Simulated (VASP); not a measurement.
# Si4Ru (P4/mmm) in VASP: notebook

Aim: see how the results for Si4Ru move with the level of theory and the settings. Levels: PBE, PBEsol. Tasks: single point.

Everything below comes from runs of VASP 6.6.1. Logs are shortened: lines on timing, memory, paths and dates and some standing lists are left out, and cuts for length are marked.

## (1) The cell of the first run

It takes space group P4/mmm (No. 123, tetragonal). The conventional cell has a = 5.291 Å, b = 5.291 Å, c = 2.791 Å, α = 90.00°, β = 90.00°, γ = 90.00°. Si (site symmetry m2m) has 6 Si at 2.40 to 2.90 Å and 2 Ru at 2.48 Å within 3.2 Å. Ru (site symmetry 4/mmm) has 8 Si at 2.48 Å and 2 Ru at 2.79 Å within 3.3 Å.

## (2) Single point, PBE

INCAR reads:

```
SYSTEM = Si4Ru
ALGO = Normal ; EDIFF = 1E-6
ENCUT = 520 ; GGA = PE
ISIF = 2 ; ISMEAR = 0
LASPH = .True. ; LCHARG = .True.
LELF = .True. ; LREAL = .False.
LVHAR = .True. ; LWAVE = .False.
NBANDS = 23 ; NELM = 100
PREC = Accurate ; SIGMA = 0.1
```

KPOINTS reads:

```
k-points
0
Gamma
  6 6 12
  0 0 0
```

POSCAR reads:

```
Si4Ru
1.0
    5.2912460400      0.0000000000      0.0000000000
    0.0000000000      5.2912460400      0.0000000000
    0.0000000000      0.0000000000      2.7906672744
Si Ru
4 1
Direct
    0.2736344402      0.7263655598      0.5000000000
    0.7263655598      0.2736344402      0.5000000000
    0.2736344402      0.2736344402      0.5000000000
    0.7263655598      0.7263655598      0.5000000000
    0.0000000000      0.0000000000      0.0000000000
```

Potentials or basis: VASP PAW PBE potentials, release 64 (Si, Ru_pv).

Command:

```console
$ cat potpaw_PBE.64/Si/POTCAR potpaw_PBE.64/Ru_pv/POTCAR > POTCAR
$ mpirun -np 1 vasp_std > vasp.out
```

OUTCAR:

```text
SYSTEM = Si4Ru
   EDIFF = 1E-6
   ENCUT = 520
   GGA = PE
   ISIF = 2
   ISMEAR = 0
   LASPH = .True.
   LREAL = .False.
   NELM = 100
   PREC = Accurate

 ion  position               nearest neighbor table
   1  0.274  0.726  0.500-   3 2.40   4 2.40   5 2.48   5 2.48   3 2.90   4 2.90
   2  0.726  0.274  0.500-   3 2.40   4 2.40   5 2.48   5 2.48   3 2.90   4 2.90
   3  0.274  0.274  0.500-   1 2.40   2 2.40   5 2.48   5 2.48   1 2.90   2 2.90
   4  0.726  0.726  0.500-   1 2.40   2 2.40   5 2.48   5 2.48   1 2.90   2 2.90
   5  0.000  0.000  0.000-   1 2.48   2 2.48   3 2.48   4 2.48   1 2.48   2 2.48   3 2.48   4 2.48

  LATTYP: Found a simple tetragonal cell.
 ALAT       =     5.2912460400
 C/A-ratio  =     0.5274121168

  Lattice vectors:

 A1 = (   5.2912460400,   0.0000000000,   0.0000000000)
 A2 = (   0.0000000000,   5.2912460400,   0.0000000000)
 A3 = (   0.0000000000,   0.0000000000,   2.7906672744)

Analysis of symmetry for initial positions (statically):
=====================================================================
 Subroutine PRICEL returns:
 Original cell was already a primitive cell.

 Routine SETGRP: Setting up the symmetry group for a
 simple tetragonal supercell.

 Subroutine GETGRP returns: Found 16 space group operations
 (whereof 16 operations were pure point group operations)
 out of a pool of 16 trial point group operations.

The static configuration has the point symmetry D_4h.

Analysis of symmetry for dynamics (positions and initial velocities):
=====================================================================
 Subroutine PRICEL returns:
 Original cell was already a primitive cell.

 Routine SETGRP: Setting up the symmetry group for a
 simple tetragonal supercell.

 Subroutine GETGRP returns: Found 16 space group operations
 (whereof 16 operations were pure point group operations)
 out of a pool of 16 trial point group operations.

The dynamic configuration has the point symmetry D_4h.

 Subroutine INISYM returns: Found 16 space group operations
 (whereof 16 operations are pure point group operations),
 and found     1 'primitive' translations

----------------------------------------------------------------------------------------

                                     Primitive cell
[... 90 lines left out ...]
   ICHARG =      2    charge: 1-file 2-atom 10-const
   ISPIN  =      1    spin polarized calculation?
   LNONCOLLINEAR =      F non collinear calculations
   LSORBIT =      F    spin-orbit coupling
   LASPH  =      T    aspherical Exc in radial PAW
   ENCUT  =  520.0 eV  38.22 Ry    6.18 a.u.   9.84  9.84  5.19*2*pi/ulx,y,z
   NELM   =    100;   NELMIN=  2; NELMDL= -5     # of ELM steps
   EDIFF  = 0.1E-05   stopping-criterion for ELM
   LREAL  =      F    real-space projection
   EDIFFG = 0.1E-04   stopping-criterion for IOM
   NSW    =      0    number of steps for IOM
   IBRION =     -1    ionic relax: 0-MD 1-quasi-New 2-CG
   NFREE  =      0    steps in history (QN), initial steepest desc. (CG)
   ISIF   =      2    stress and relaxation
   ISYM   =      2    0-nonsym 1-usesym 2-fastsym
   POTIM  = 0.5000    time-step for ionic-motion
   TEBEG  =    0.0;   TEEND  =   0.0 temperature during run
   PSTRESS=    0.0 pullay stress
   NELECT =      30.0000    total number of electrons
   NUPDOWN=      -1.0000    fix difference up-down
   EMIN   =  10.00;   EMAX   =-10.00  energy-range for DOS
   EFERMI =   0.00;   METHOD = LEGACY
   ISMEAR =     0;   SIGMA  =   0.10  broadening in eV -4-tet -1-fermi 0-gaus
   EFERMI_NEDOS =   21; number of points for ismear=-14 and -15
   IALGO  =     38    algorithm
   IMIX   =      4    mixing-type and parameters
     AMIX     =   0.40;   BMIX     =  1.00
     AMIX_MAG =   1.60;   BMIX_MAG =  1.00
  volume/ion in A,a.u.               =      15.63       105.45
  Fermi-wavevector in a.u.,A,eV,Ry     =   1.189891  2.248568 19.263688  1.415841
  Thomas-Fermi vector in A             =   2.325988
   LORBIT       =      0    0 simple, 1 ext, 2 COOP (PROOUT), +10 PAW based schemes
   GGA     = PE    functional components
   LHFCALC =     F    Hartree Fock is set to
   AEXX    =    0.0000 exact exchange contribution
   IVDW    =     0    specifies the selected vdW correction
   LEPSILON=     F    determine dielectric tensor
   LRPA    =     F    only Hartree local field effects (RPA)
 non-spin polarized calculation
 Gauss-broadening in eV      SIGMA  =   0.10
  energy-cutoff  :      520.00
  volume of cell :       78.13
 maximum number of plane-waves:      2124
 NGX is ok and might be reduce to    40
   NGX = 19   NGY = 19   NGZ = 11

 number of electron      29.9999997 magnetization

 Free energy of the ion-electron system (eV)
  ---------------------------------------------------
  ext. energy  EPLUGINS =         0.00000000
  ---------------------------------------------------
  free energy    TOTEN  =       -31.93293355 eV

  energy without entropy =      -31.92523224  energy(sigma->0) =      -31.92908290

 E-fermi :   8.9273     XC(G=0): -11.1389

 val. band max:        8.9252026256   @ k =   0.5000   0.3333   0.1667
 cond. band min:       8.9369141248   @ k =   0.1667   0.1667   0.3333
 fundamental gap:      0.0117114992
 Fermi energy:         8.9273422872

 k-point     1 :       0.0000    0.0000    0.0000
  band No.  band energies     occupation
      1     -33.6799      2.00000
      2     -33.6708      2.00000
      3     -33.6708      2.00000
      4      -3.5917      2.00000
      5       0.7443      2.00000
      6       0.7443      2.00000
[... 613 lines left out ...]
     22      15.6837      0.00000
     23      16.6673      0.00000

 [... further k-points ...]
[... 5 lines left out ...]
  --------------------------------------------------------------------------------------
  -------------------------------------------------------------------------------------
  Total       -0.0066621     -0.0066621     -0.0098294      0.0000000     -0.0000000      0.0000000
  in kB       -0.1366150     -0.1366150     -0.2015651      0.0000000     -0.0000000      0.0000000
  external PRESSURE =      -0.1582650 kB  Pullay stress =       0.0000000 kB

 VOLUME and BASIS-vectors are now :
 -----------------------------------------------------------------------------
  energy-cutoff  :      520.00
  volume of cell :       78.13
      direct lattice vectors                 reciprocal lattice vectors
     5.291246040  0.000000000  0.000000000     0.188991401  0.000000000  0.000000000
     0.000000000  5.291246040  0.000000000     0.000000000  0.188991401  0.000000000
     0.000000000  0.000000000  2.790667274     0.000000000  0.000000000  0.358337237

 POSITION                                       TOTAL-FORCE (eV/Angst)
 -----------------------------------------------------------------------------------
      1.44787      3.84338      1.39533         0.003589     -0.003589      0.000000
      3.84338      1.44787      1.39533        -0.003589      0.003589     -0.000000
      1.44787      1.44787      1.39533         0.003589      0.003589      0.000000
      3.84338      3.84338      1.39533        -0.003589     -0.003589     -0.000000
      0.00000      0.00000      0.00000         0.000000      0.000000     -0.000000
 -----------------------------------------------------------------------------------
    total drift:                                0.000000      0.000000     -0.000000

  FREE ENERGIE OF THE ION-ELECTRON SYSTEM (eV)
  ---------------------------------------------------
  free  energy   TOTEN  =       -31.9329335464 eV

  energy  without entropy=      -31.9252322439  energy(sigma->0) =      -31.92908290
```

OSZICAR:

```text
N       E                     dE             d eps       ncg     rms          rms(c)
DAV:   1     0.132161224389E+03    0.13216E+03   -0.14869E+04  3676   0.117E+03
DAV:   2    -0.272903454946E+02   -0.15945E+03   -0.15059E+03  3731   0.258E+02
DAV:   3    -0.325136108927E+02   -0.52233E+01   -0.51023E+01  4116   0.419E+01
DAV:   4    -0.325917457307E+02   -0.78135E-01   -0.78070E-01  3957   0.527E+00
DAV:   5    -0.325937018993E+02   -0.19562E-02   -0.19560E-02  4229   0.762E-01    0.169E+01
DAV:   6    -0.322985604379E+02    0.29514E+00   -0.35187E+00  3779   0.161E+01    0.561E+00
DAV:   7    -0.320671680663E+02    0.23139E+00   -0.20846E+00  3703   0.127E+01    0.581E+00
DAV:   8    -0.319331336166E+02    0.13403E+00   -0.32922E-01  3672   0.526E+00    0.776E-01
DAV:   9    -0.319331129183E+02    0.20698E-04   -0.26768E-02  3988   0.998E-01    0.317E-01
DAV:  10    -0.319330089456E+02    0.10397E-03   -0.35546E-03  3738   0.511E-01    0.136E-01
DAV:  11    -0.319329319135E+02    0.77032E-04   -0.44120E-04  3920   0.191E-01    0.342E-02
DAV:  12    -0.319329339912E+02   -0.20777E-05   -0.30904E-05  3920   0.333E-02    0.112E-02
DAV:  13    -0.319329335464E+02    0.44487E-06   -0.68072E-06  4064   0.207E-02
   1 F= -.31932934E+02 E0= -.31929083E+02  d E =-.770130E-02
```

Wall time 1.9 min (1 thread of Intel Xeon Platinum 8488C (Sapphire Rapids), shared host); peak memory 0.25 GiB.

Results:

```
Free energy            : -31.9329 eV
Pressure               : 0.0 GPa
Largest force          : 0.005 eV/Å
Band gap on the k mesh : zero (band 15 reaches 9.54 eV, above the bottom of band 16 at 8.44 eV)
```

Forces in eV/Å, atoms in the order of the input:
```
Si   0.004 -0.004  0.000
Si  -0.004  0.004  0.000
Si   0.004  0.004  0.000
Si  -0.004 -0.004  0.000
Ru   0.000  0.000  0.000
```

## (3) Single point, PBEsol

INCAR reads:

```
ALGO = Normal
EDIFF = 1E-6
ENCUT = 520
GGA = PS
ISIF = 2
ISMEAR = 0
LASPH = T
LCHARG = F
LREAL = F
LWAVE = F
NBANDS = 23
NELM = 100
PREC = Accurate
SIGMA = 0.1
```

KPOINTS reads:

```
k-points
0
Gamma
  6 6 12
```

POSCAR is that of step 2.

Potentials or basis: VASP PAW PBE potentials, release 64 (Si, Ru_pv).

Command:

```console
$ cat potpaw_PBE.64/Si/POTCAR potpaw_PBE.64/Ru_pv/POTCAR > POTCAR
$ mpirun -np 1 vasp_std > vasp.out
```

OUTCAR:

```text
EDIFF = 1E-6
   ENCUT = 520
   GGA = PS
   ISIF = 2
   ISMEAR = 0
   LASPH = T
   LREAL = F
   NELM = 100
   PREC = Accurate

 ion  position               nearest neighbor table
   1  0.274  0.726  0.500-   3 2.40   4 2.40   5 2.48   5 2.48   3 2.90   4 2.90
   2  0.726  0.274  0.500-   3 2.40   4 2.40   5 2.48   5 2.48   3 2.90   4 2.90
   3  0.274  0.274  0.500-   1 2.40   2 2.40   5 2.48   5 2.48   1 2.90   2 2.90
   4  0.726  0.726  0.500-   1 2.40   2 2.40   5 2.48   5 2.48   1 2.90   2 2.90
   5  0.000  0.000  0.000-   1 2.48   2 2.48   3 2.48   4 2.48   1 2.48   2 2.48   3 2.48   4 2.48

  LATTYP: Found a simple tetragonal cell.
 ALAT       =     5.2912460400
 C/A-ratio  =     0.5274121168

  Lattice vectors:

 A1 = (   5.2912460400,   0.0000000000,   0.0000000000)
 A2 = (   0.0000000000,   5.2912460400,   0.0000000000)
 A3 = (   0.0000000000,   0.0000000000,   2.7906672744)

Analysis of symmetry for initial positions (statically):
=====================================================================
 Subroutine PRICEL returns:
 Original cell was already a primitive cell.

[... 172 lines left out ...]
  free energy    TOTEN  =       -34.50422884 eV

  energy without entropy =      -34.49597958  energy(sigma->0) =      -34.50010421

 E-fermi :   8.8516     XC(G=0): -11.2385

 val. band max:        8.8394526784   @ k =   0.1667   0.1667   0.3333
 cond. band min:       8.8600790715   @ k =   0.5000   0.3333   0.1667
 fundamental gap:      0.0206263931
 Fermi energy:         8.8516094128

 k-point     1 :       0.0000    0.0000    0.0000
  band No.  band energies     occupation
      1     -33.6891      2.00000
      2     -33.6867      2.00000
      3     -33.6867      2.00000
      4      -3.6696      2.00000
      5       0.6871      2.00000
      6       0.6871      2.00000
[... 613 lines left out ...]
     22      15.5752      0.00000
     23      16.6015      0.00000

 [... further k-points ...]
[... 5 lines left out ...]
  --------------------------------------------------------------------------------------
  -------------------------------------------------------------------------------------
  Total       -1.6214131     -1.6214131     -1.8850911      0.0000000     -0.0000000      0.0000000
  in kB      -33.2491310    -33.2491310    -38.6561823      0.0000000     -0.0000000      0.0000000
  external PRESSURE =     -35.0514814 kB  Pullay stress =       0.0000000 kB

 VOLUME and BASIS-vectors are now :
 -----------------------------------------------------------------------------
  energy-cutoff  :      520.00
  volume of cell :       78.13
      direct lattice vectors                 reciprocal lattice vectors
     5.291246040  0.000000000  0.000000000     0.188991401  0.000000000  0.000000000
     0.000000000  5.291246040  0.000000000     0.000000000  0.188991401  0.000000000
     0.000000000  0.000000000  2.790667274     0.000000000  0.000000000  0.358337237

 POSITION                                       TOTAL-FORCE (eV/Angst)
 -----------------------------------------------------------------------------------
      1.44787      3.84338      1.39533        -0.117655      0.117655      0.000000
      3.84338      1.44787      1.39533         0.117655     -0.117655     -0.000000
      1.44787      1.44787      1.39533        -0.117655     -0.117655     -0.000000
      3.84338      3.84338      1.39533         0.117655      0.117655     -0.000000
      0.00000      0.00000      0.00000         0.000000     -0.000000     -0.000000
 -----------------------------------------------------------------------------------
    total drift:                                0.000000     -0.000000     -0.000000

  FREE ENERGIE OF THE ION-ELECTRON SYSTEM (eV)
  ---------------------------------------------------
  free  energy   TOTEN  =       -34.5042288368 eV

  energy  without entropy=      -34.4959795815  energy(sigma->0) =      -34.50010421
```

It took 1.9 min on 1 thread of Intel Xeon Platinum 8488C (Sapphire Rapids), shared host; peak memory 0.25 GiB.

Results:

```
Free energy            : -34.5042 eV
Pressure               : -3.5 GPa
Largest force          : 0.166 eV/Å
Band gap on the k mesh : zero (band 15 reaches 9.48 eV, above the bottom of band 16 at 8.34 eV)
```

Forces on the atoms (eV/Å):
```
Si  -0.118  0.118  0.000
Si   0.118 -0.118  0.000
Si  -0.118 -0.118  0.000
Si   0.118  0.118  0.000
Ru   0.000  0.000  0.000
```

Caveat: the PAW data sets were made with another functional, which shifts forces and pressure a little.

[end of part 1 of 2]
